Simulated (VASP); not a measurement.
Input of a VASP 6.6.1 run:

The input INCAR:

```
SYSTEM = LiBe16
  ALGO = Normal
  EDIFF = 1E-6
  ENCUT = 520
  GGA = PE
  ISIF = 2
  ISMEAR = -1
  LASPH = .TRUE.
  LCHARG = .FALSE.
  LREAL = Auto
  LWAVE = .FALSE.
  NBANDS = 32
  NELM = 100
  PREC = Accurate
  SIGMA = 0.15
```

File KPOINTS:

```
k-points
0
G
  3 3 2
  0 0 0
```

The input POSCAR:

```
LiBe16
1.0
   -2.2900000000     -3.9663960000      0.0000000000
    3.4350000000     -1.9831980000      0.0000000000
    0.0000000000      0.0000000000      7.1768600000
Be Li
16 1
Direct
    0.7561073037      0.3687876930     -0.0662546016
    0.5210893266      0.3216286923      0.2669830539
    0.7344930062      0.4776678265      0.4956903158
    0.5219188966      0.2968251159      0.7416613951
    0.5161369237     -0.0129101731      0.0144074149
    0.2412770870      0.8603273739      0.2991698319
    0.4897950987     -0.0187683330      0.5154203928
    0.2128035693      0.8952897158      0.7653068334
    0.3528632708      0.5049947278     -0.0092380233
   -0.0320836699      0.2737782812      0.2412754324
    0.2431242754      0.4711949318      0.4807394877
   -0.0171845931      0.3977721344      0.7223493283
    0.0693953470      0.1123188776     -0.0091404876
    0.7403888347      0.8358341868      0.3058858609
   -0.0177619940      0.0249854538      0.4981565754
    0.7536415775      0.8164888537      0.7966993922
   -0.0760241126      0.7133638376      0.0767884562
```

Potentials or basis: VASP PAW PBE potentials, release 64 (Be, Li_sv).

Command:

```sh
$ cat potpaw_PBE.64/Be/POTCAR potpaw_PBE.64/Li_sv/POTCAR > POTCAR
$ mpirun -np 1 vasp_std > vasp.out
```

Task: Predict the largest force.

Result: 2.628 eV/Å.

Forces on the atoms (eV/Å):
```
Be   0.158  0.459  2.583
Be   0.471  0.869 -1.054
Be   0.065 -0.394  0.162
Be   1.085  1.567 -1.570
Be   0.550  0.661  0.842
Be  -0.407 -0.322 -2.420
Be   0.114 -0.160  0.919
Be  -1.616 -0.511 -0.792
Be   1.088  0.495  0.026
Be   0.647 -1.071  0.392
Be   0.105  0.050  1.294
Be  -1.745 -1.308 -0.205
Be  -0.575 -1.455 -0.311
Be   0.413  1.051 -0.495
Be  -0.484  0.140  2.020
Be   1.251  0.139 -1.215
Li  -1.121 -0.211 -0.175
```

Caveat: the k points lie up to 0.53 Å⁻¹ apart.
